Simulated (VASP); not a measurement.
# Al (Fm-3m) in VASP: a series of runs

Al is run at these levels: PBEsol; tasks: single point.

All numbers are computed with VASP 6.6.1; they aren't measurements. Logs are shortened: lines on timing, memory, paths and dates and some standing lists are left out, and cuts for length are marked.

## (1) The cell of the first run

Symmetry: Fm-3m, No. 225, cubic system. Conventional cell: a = 4.119 Å, b = 4.119 Å, c = 4.119 Å, α = 90.00°, β = 90.00°, γ = 90.00°. Within 3.8 Å of Al (site symmetry m-3m) lie 12 Al at 2.91 Å.

## (2) Single point, PBEsol (volume scaled by 1.08)

INCAR reads:

```
SYSTEM = Al
PREC     = Accurate       ! precision mode
ENCUT    = 520            ! plane-wave cutoff, eV
EDIFF    = 1E-6           ! SCF threshold, eV
ISMEAR   = -1             ! smearing method
SIGMA    = 0.1            ! smearing width, eV
LREAL    = .False.        ! projectors in reciprocal space
LASPH    = .True.         ! aspherical terms in the spheres
NELM     = 60             ! most SCF steps
ALGO     = Normal         ! electronic algorithm
ISIF     = 2              ! what is computed and relaxed
LWAVE    = .False.        ! write WAVECAR
LCHARG   = .False.        ! write CHGCAR
GGA      = PS             ! functional
NBANDS   = 8              ! bands
```

KPOINTS reads:

```
regular mesh
0
Gamma
  22 22 22
  0 0 0
```

POSCAR reads:

```
Al
1.0
    0.0000000000      2.0595228275      2.0595228275
    2.0595228275      0.0000000000      2.0595228275
    2.0595228275      2.0595228275      0.0000000000
Al
1
Direct
    0.0000000000      0.0000000000      0.0000000000
```

Potentials or basis: VASP PAW PBE potentials, release 64 (Al).

The run is started by

```bash
> cat potpaw_PBE.64/Al/POTCAR > POTCAR
> mpirun -np 1 vasp_std > vasp.out
```

OUTCAR:

```text
SYSTEM = Al
   PREC = Accurate
   ENCUT = 520
   EDIFF = 1E-6
   ISMEAR = -1
   LREAL = .False.
   LASPH = .True.
   NELM = 60
   ISIF = 2
   GGA = PS

 ion  position               nearest neighbor table
   1  0.000  0.000  0.000-

  LATTYP: Found a face centered cubic cell.
 ALAT       =     4.1190456550

  Lattice vectors:

 A1 = (   0.0000000000,   2.0595228275,   2.0595228275)
 A2 = (   2.0595228275,   0.0000000000,   2.0595228275)
 A3 = (   2.0595228275,   2.0595228275,   0.0000000000)

Analysis of symmetry for initial positions (statically):
=====================================================================
 Subroutine PRICEL returns:
 Original cell was already a primitive cell.

 Routine SETGRP: Setting up the symmetry group for a
 face centered cubic supercell.

 Subroutine GETGRP returns: Found 48 space group operations
 (whereof 48 operations were pure point group operations)
 out of a pool of 48 trial point group operations.

The static configuration has the point symmetry O_h .

Analysis of symmetry for dynamics (positions and initial velocities):
=====================================================================
 Subroutine PRICEL returns:
 Original cell was already a primitive cell.

 Routine SETGRP: Setting up the symmetry group for a
 face centered cubic supercell.

 Subroutine GETGRP returns: Found 48 space group operations
 (whereof 48 operations were pure point group operations)
 out of a pool of 48 trial point group operations.

The dynamic configuration has the point symmetry O_h .

 Subroutine INISYM returns: Found 48 space group operations
 (whereof 48 operations are pure point group operations),
 and found     1 'primitive' translations

----------------------------------------------------------------------------------------

                                     Primitive cell

  volume of cell :      17.4715

  direct lattice vectors                    reciprocal lattice vectors
     0.000000000  2.059522827  2.059522827    -0.242774682  0.242774682  0.242774682
     2.059522827  0.000000000  2.059522827     0.242774682 -0.242774682  0.242774682
     2.059522827  2.059522827  0.000000000     0.242774682  0.242774682 -0.242774682

  length of vectors
     2.912605115  2.912605115  2.912605115     0.420498084  0.420498084  0.420498084

  position of ions in fractional coordinates (direct lattice)
     0.000000000  0.000000000  0.000000000

  ion indices of the primitive-cell ions
   primitive index   ion index
                 1           1

----------------------------------------------------------------------------------------

 KPOINTS: regular mesh

Automatic generation of k-mesh.
 Grid dimensions read from file:
 generate k-points for:   22   22   22

 Generating k-lattice:

  Cartesian coordinates                     Fractional coordinates (reciprocal lattice)
    -0.011035213  0.011035213  0.011035213     0.045454545  0.000000000  0.000000000
     0.011035213 -0.011035213  0.011035213     0.000000000  0.045454545  0.000000000
     0.011035213  0.011035213 -0.011035213     0.000000000  0.000000000  0.045454545

  Length of vectors
     0.019113549  0.019113549  0.019113549

  Shift w.r.t. Gamma in fractional coordinates (k-lattice)
     0.000000000  0.000000000  0.000000000

 Subroutine IBZKPT returns following result:
 ===========================================

 Found    328 irreducible k-points:

 Following reciprocal coordinates:
            Coordinates               Weight
  0.000000  0.000000  0.000000      1.000000
  0.045455  0.000000  0.000000      8.000000
  0.090909  0.000000  0.000000      8.000000
  0.136364  0.000000  0.000000      8.000000
  0.181818  0.000000  0.000000      8.000000
  0.227273  0.000000  0.000000      8.000000
[... 16 lines left out ...]
  0.500000  0.045455  0.000000     24.000000
 -0.454545  0.045455  0.000000     24.000000
 [... further k-points ...]
   k-points           NKPTS =    328   k-points in BZ     NKDIM =    328   number of bands    NBANDS=      8
   number of dos      NEDOS =    301   number of ions     NIONS =      1
   total plane-waves  NPLWV =  13824
   dimension x,y,z NGX =    24 NGY =   24 NGZ =   24
   dimension x,y,z NGXF=    48 NGYF=   48 NGZF=   48
   ions per type =               1
   NGX,Y,Z   is equivalent  to a cutoff of  13.70, 13.70, 13.70 a.u.
   NGXF,Y,Z  is equivalent  to a cutoff of  27.40, 27.40, 27.40 a.u.
 SYSTEM =  Al
   PREC   = accura    normal or accurate (medium, high low for compatibility)
   ISTART =      0    job   : 0-new  1-cont  2-samecut
   ICHARG =      2    charge: 1-file 2-atom 10-const
   ISPIN  =      1    spin polarized calculation?
   LNONCOLLINEAR =      F non collinear calculations
   LSORBIT =      F    spin-orbit coupling
   LASPH  =      T    aspherical Exc in radial PAW
   ENCUT  =  520.0 eV  38.22 Ry    6.18 a.u.   5.42  5.42  5.42*2*pi/ulx,y,z
   NELM   =     60;   NELMIN=  2; NELMDL= -5     # of ELM steps
   EDIFF  = 0.1E-05   stopping-criterion for ELM
   LREAL  =      F    real-space projection
   EDIFFG = 0.1E-04   stopping-criterion for IOM
   NSW    =      0    number of steps for IOM
   IBRION =     -1    ionic relax: 0-MD 1-quasi-New 2-CG
   NFREE  =      0    steps in history (QN), initial steepest desc. (CG)
   ISIF   =      2    stress and relaxation
   ISYM   =      2    0-nonsym 1-usesym 2-fastsym
   POTIM  = 0.5000    time-step for ionic-motion
   TEBEG  =    0.0;   TEEND  =   0.0 temperature during run
   PSTRESS=    0.0 pullay stress
   NELECT =       3.0000    total number of electrons
   NUPDOWN=      -1.0000    fix difference up-down
   EMIN   =  10.00;   EMAX   =-10.00  energy-range for DOS
   EFERMI =   0.00;   METHOD = LEGACY
   ISMEAR =    -1;   SIGMA  =   0.10  broadening in eV -4-tet -1-fermi 0-gaus
   EFERMI_NEDOS =   21; number of points for ismear=-14 and -15
   IALGO  =     38    algorithm
   IMIX   =      4    mixing-type and parameters
     AMIX     =   0.40;   BMIX     =  1.00
     AMIX_MAG =   1.60;   BMIX_MAG =  1.00
  volume/ion in A,a.u.               =      17.47       117.90
  Fermi-wavevector in a.u.,A,eV,Ry     =   0.909924  1.719508 11.265112  0.827962
  Thomas-Fermi vector in A             =   2.034026
   LORBIT       =      0    0 simple, 1 ext, 2 COOP (PROOUT), +10 PAW based schemes
   GGA     = PS    functional components
   LHFCALC =     F    Hartree Fock is set to
   AEXX    =    0.0000 exact exchange contribution
   IVDW    =     0    specifies the selected vdW correction
   LEPSILON=     F    determine dielectric tensor
   LRPA    =     F    only Hartree local field effects (RPA)
 non-spin polarized calculation
  energy-cutoff  :      520.00
  volume of cell :       17.47
 maximum number of plane-waves:       495
 NGX is ok and might be reduce to    24
   NGX = 11   NGY = 11   NGZ = 11

 number of electron       3.0000000 magnetization

 Free energy of the ion-electron system (eV)
  ---------------------------------------------------
  ext. energy  EPLUGINS =         0.00000000
  ---------------------------------------------------
  free energy    TOTEN  =        -4.07750136 eV

  energy without entropy =       -4.06450698  energy(sigma->0) =       -4.07100417

 E-fermi :   7.3458     XC(G=0): -10.0503

 val. band max:        7.3239219295   @ k =   0.5000   0.2727   0.0455
 cond. band min:       7.3855550417   @ k =  -0.4545   0.3636   0.0000
 fundamental gap:      0.0616331122
 Fermi energy:         7.3458487782

 k-point     1 :       0.0000    0.0000    0.0000
  band No.  band energies     occupation
      1      -3.3737      2.00000
      2      19.6523      0.00000
      3      19.6523      0.00000
      4      19.6523      0.00000
      5      20.7225      0.00000
      6      20.7225      0.00000
      7      20.7225      0.00000
      8      23.4402      0.00000

 k-point     2 :       0.0455    0.0000    0.0000
  band No.  band energies     occupation
      1      -3.3197      2.00000
      2      18.4737      0.00000
      3      19.3770      0.00000
      4      19.3770      0.00000
      5      21.0801      0.00000
      6      21.0801      0.00000
      7      21.3049      0.00000
      8      23.9977      0.00000

 k-point     3 :       0.0909    0.0000    0.0000
  band No.  band energies     occupation
      1      -3.1576      2.00000
      2      16.7362      0.00000
      3      18.9284      0.00000
      4      18.9284      0.00000
      5      21.5264      0.00000
      6      21.7628      0.00000
      7      21.7628      0.00000
      8      25.0773      0.00000

 k-point     4 :       0.1364    0.0000    0.0000
  band No.  band energies     occupation
      1      -2.8878      2.00000
      2      14.9540      0.00000
      3      18.5184      0.00000
      4      18.5184      0.00000
      5      21.4691      0.00000
      6      22.4685      0.00000
      7      22.4685      0.00000
      8      24.3102      0.00000

 k-point     5 :       0.1818    0.0000    0.0000
  band No.  band energies     occupation
      1      -2.5110      2.00000
      2      13.2018      0.00000
      3      18.1841      0.00000
      4      18.1841      0.00000
      5      21.3420      0.00000
      6      22.6023      0.00000
      7      22.6023      0.00000
      8      24.2111      0.00000

 k-point     6 :       0.2273    0.0000    0.0000
  band No.  band energies     occupation
      1      -2.0280      2.00000
      2      11.5069      0.00000
      3      17.9349      0.00000
      4      17.9349      0.00000
      5      21.2238      0.00000
      6      21.9484      0.00000
      7      21.9484      0.00000
      8      25.0383      0.00000

 k-point     7 :       0.2727    0.0000    0.0000
  band No.  band energies     occupation
      1      -1.4397      2.00000
      2       9.8829      0.00000
      3      17.7741      0.00000
      4      17.7741      0.00000
      5      21.1526      0.00000
      6      21.1817      0.00000
      7      21.1817      0.00000
      8      25.0673      0.00000
[... 133 lines left out ...]
 k-point    20 :       0.3636    0.0455    0.0000
  band No.  band energies     occupation
      1      -0.1817      2.00000
      2       7.3979      0.74546
      3      16.8408      0.00000
      4      18.0432      0.00000
      5      18.7899      0.00000
      6      20.9539      0.00000
      7      21.8115      0.00000
      8      24.2307      0.00000

 k-point    21 :       0.4091    0.0455    0.0000
  band No.  band energies     occupation
      1       0.6805      2.00000
      2       5.9960      2.00000
      3      16.9213      0.00000
      4      18.0182      0.00000
      5      18.2981      0.00000
      6      20.3650      0.00000
      7      21.9382      0.00000
      8      23.6195      0.00000

 k-point    22 :       0.4545    0.0455    0.0000
  band No.  band energies     occupation
      1       1.6426      2.00000
      2       4.6841      2.00000
      3      17.0931      0.00000
      4      17.6116      0.00000
      5      18.3696      0.00000
      6      19.8625      0.00000
      7      22.1425      0.00000
      8      23.0872      0.00000

 k-point    23 :       0.5000    0.0455    0.0000
  band No.  band energies     occupation
      1       2.7017      2.00000
      2       3.4657      2.00000
      3      17.1987      0.00000
      4      17.3549      0.00000
      5      18.6319      0.00000
      6      19.4509      0.00000
      7      22.3391      0.00000
      8      22.7359      0.00000

 k-point    24 :      -0.4545    0.0455    0.0000
  band No.  band energies     occupation
      1       2.3383      2.00000
      2       3.8609      2.00000
      3      16.8701      0.00000
      4      17.7032      0.00000
      5      18.9948      0.00000
      6      19.1353      0.00000
      7      22.1456      0.00000
      8      22.9538      0.00000

 [... further k-points ...]
[... 5 lines left out ...]
  --------------------------------------------------------------------------------------
  -------------------------------------------------------------------------------------
  Total       -0.5712526     -0.5712526     -0.5712526     -0.0000000      0.0000000      0.0000000
  in kB      -52.3852452    -52.3852452    -52.3852452     -0.0000000      0.0000000      0.0000000
  external PRESSURE =     -52.3852452 kB  Pullay stress =       0.0000000 kB

 VOLUME and BASIS-vectors are now :
 -----------------------------------------------------------------------------
  energy-cutoff  :      520.00
  volume of cell :       17.47
      direct lattice vectors                 reciprocal lattice vectors
     0.000000000  2.059522827  2.059522827    -0.242774682  0.242774682  0.242774682
     2.059522827  0.000000000  2.059522827     0.242774682 -0.242774682  0.242774682
     2.059522827  2.059522827  0.000000000     0.242774682  0.242774682 -0.242774682

 POSITION                                       TOTAL-FORCE (eV/Angst)
 -----------------------------------------------------------------------------------
      0.00000      0.00000      0.00000         0.000000      0.000000      0.000000
 -----------------------------------------------------------------------------------
    total drift:                                0.000000     -0.000000     -0.000000

  FREE ENERGIE OF THE ION-ELECTRON SYSTEM (eV)
  ---------------------------------------------------
  free  energy   TOTEN  =        -4.0775013632 eV

  energy  without entropy=       -4.0645069831  energy(sigma->0) =       -4.07100417
```

Run time: 11 s. Hardware: 1 thread of Intel Xeon 6975P-C (Granite Rapids), shared host; peak memory 0.16 GiB.

Results:

| Quantity | Value |
| --- | --- |
| Free energy | -4.0775 eV |
| Pressure | -5.2 GPa |

Caveat: the PAW data sets were made with another functional, which shifts forces and pressure a little.

## (3) Single point, PBEsol (volume scaled by 1.12)

INCAR reads:

```
SYSTEM = Al
PREC = Accurate
ENCUT = 520
EDIFF = 1E-6
ISMEAR = -1
SIGMA = 0.1
LREAL = .FALSE.
LASPH = .TRUE.
NELM = 100
ALGO = Normal
ISIF = 2
LWAVE = .FALSE.
LCHARG = .TRUE.
GGA = PS
LELF = .TRUE.
LVHAR = .TRUE.
NBANDS = 8
```

KPOINTS reads:

```
Automatic mesh
0
G
  22 22 22
  0 0 0
```

POSCAR reads:

```
Al
1.0
    0.0000000000      2.0846414351      2.0846414351
    2.0846414351      0.0000000000      2.0846414351
    2.0846414351      2.0846414351      0.0000000000
Al
1
Direct
    0.0000000000      0.0000000000      0.0000000000
```

Potentials or basis: VASP PAW PBE potentials, release 64 (Al).

The run is started by

```bash
> cat potpaw_PBE.64/Al/POTCAR > POTCAR
> mpirun -np 1 vasp_std > vasp.out
```

Wall time 11 s (1 thread of Intel Xeon 6975P-C (Granite Rapids), shared host); peak memory 0.16 GiB.

Results (log left out):

| Quantity | Value |
| --- | --- |
| Free energy | -4.0524 eV |
| Pressure | -7.1 GPa |

Levels at points of the mesh, in eV from the Fermi level:
```tsv
k point	band 1	band 2	band 3	band 4
(0.00, 0.00, 0.00)	-10.48	12.12	12.12	12.12
(0.50, 0.00, 0.00)	-4.23	-4.21	10.46	10.46
(0.50, 0.50, 0.00)	-2.67	-1.58	5.19	5.19
```

Caveat: the PAW data sets were made with another functional, which shifts forces and pressure a little.
